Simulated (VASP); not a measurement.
Set up this calculation in VASP 6.6.1, as the native input.

| Quantity | Value |
| --- | --- |
| Task | single point |
| Functional | r2SCAN |
| Potentials or basis | VASP PAW PBE potentials, release 64 (Cd, Se) |
| Cutoff | 520 eV |
| k mesh | 6 × 6 × 4 |
| Occupations | gaussian, width 0.05 eV |
| Spin | no spin polarisation |
| Dipole correction | no |
| Further INCAR settings | ALGO = Normal; EDIFF = 1e-07; NBANDS = 26 |

Crystal: CdSe.

```
Cd Se
1.0
     4.29850    0.05373    0.00000
    -2.10272    3.69574    0.00000
     0.00000    0.00000    7.01520
Cd Se
2 2
Cartesian
  2.1648 1.2677 0.0000
  0.0310 2.4817 3.5076
  2.1648 1.2677 2.6307
  0.0310 2.4817 6.1383
```

This cell differs from its parent crystal: strain +0.0250 x Voigt [0, 0, 0, 0, 0, 1].

One way to write it, as run:

POSCAR

```
CdSe
1.0
    4.2984999142      0.0537312489      0.0000000000
   -2.1027173306      3.6957444994      0.0000000000
    0.0000000000      0.0000000000      7.0152000000
Cd Se
2 2
Direct
    0.6666666667      0.3333333333      0.0000000000
    0.3333333333      0.6666666667      0.5000000000
    0.6666666667      0.3333333333      0.3750000000
    0.3333333333      0.6666666667      0.8750000000
```

INCAR.step1

```
SYSTEM = CdSe
ALGO = Normal
EDIFF = 1E-4
ENCUT = 520
GGA = PE
ISMEAR = 0
LASPH = .True.
LCHARG = .False.
LREAL = .False.
LWAVE = .True.
NBANDS = 26
NELM = 60
PREC = Accurate
SIGMA = 0.05
```

INCAR.step2

```
SYSTEM = CdSe
ALGO = Normal
EDIFF = 1E-7
ENCUT = 520
ISIF = 2
ISMEAR = 0
ISTART = 1
LASPH = .True.
LCHARG = .True.
LELF = .True.
LMIXTAU = .True.
LREAL = .False.
LVHAR = .True.
LWAVE = .False.
METAGGA = R2SCAN
NBANDS = 26
NELM = 60
PREC = Accurate
SIGMA = 0.05
```

KPOINTS

```
k-points
0
Gamma
  6 6 4
  0 0 0
```

Potentials or basis: VASP PAW PBE potentials, release 64 (Cd, Se).

Command:

```bash
$ cat potpaw_PBE.64/Cd/POTCAR potpaw_PBE.64/Se/POTCAR > POTCAR
$ cp INCAR.step1 INCAR
$ mpirun -np 1 vasp_std > vasp.out
$ cp INCAR.step2 INCAR
$ mpirun -np 1 vasp_std > vasp.out
```

It gave:

The pressure is 1.9 GPa, the largest force is 0.179 eV/Å and the band gap on the k mesh is 1.12 eV.

Caveat: the cell differs from its parent crystal (strain +0.0250 x Voigt [0, 0, 0, 0, 0, 1]); the PAW data sets were made with another functional, which shifts forces and pressure a little.

Run time: 11 min on 1 thread of Intel(R) Xeon(R) Platinum 8259CL CPU @ 2.50GHz (Skylake/Cascade Lake), on a shared host, peak memory 0.34 GiB.
